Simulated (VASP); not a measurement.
Input of a VASP 6.6.1 run:

File INCAR:

```
  ALGO = Normal
  EDIFF = 1E-7
  ENCUT = 520
  GGA = RE
  ISIF = 2
  ISMEAR = -1
  ISPIN = 2
  IVDW = 13
  LASPH = T
  LCHARG = F
  LMAXMIX = 4
  LORBIT = 11
  LREAL = F
  LWAVE = F
  MAGMOM = 0 3
  NBANDS = 20
  NELM = 150
  PREC = Accurate
  SIGMA = 0.05
```

Contents of KPOINTS:

```
k-points
0
Gamma
  10 10 7
```

File POSCAR:

```
FePt
1.0
    2.7099171967      0.0000000000      0.0000000000
    0.0000000000      2.7099171967      0.0000000000
    0.0000000000      0.0000000000      3.7088137075
Pt Fe
1 1
Direct
    0.5000000000      0.5000000000      0.5000000000
    0.0000000000      0.0000000000      0.0000000000
```

Potentials or basis: VASP PAW PBE potentials, release 64 (Pt, Fe).

The run is started by

```sh
$ cat potpaw_PBE.64/Pt/POTCAR potpaw_PBE.64/Fe/POTCAR > POTCAR
$ mpirun -np 1 vasp_std > vasp.out
```

Q: Estimate the site moments.

A: Pt +0.33; Fe +2.92 μB.

Q: Estimate the pressure.

A: -0.5 GPa.

Stress tensor (GPa, compression positive):
```
-0.54  0.00  0.00
 0.00 -0.54  0.00
 0.00  0.00 -0.39
```

Caveat: the PAW data sets were made with another functional, which shifts forces and pressure a little.
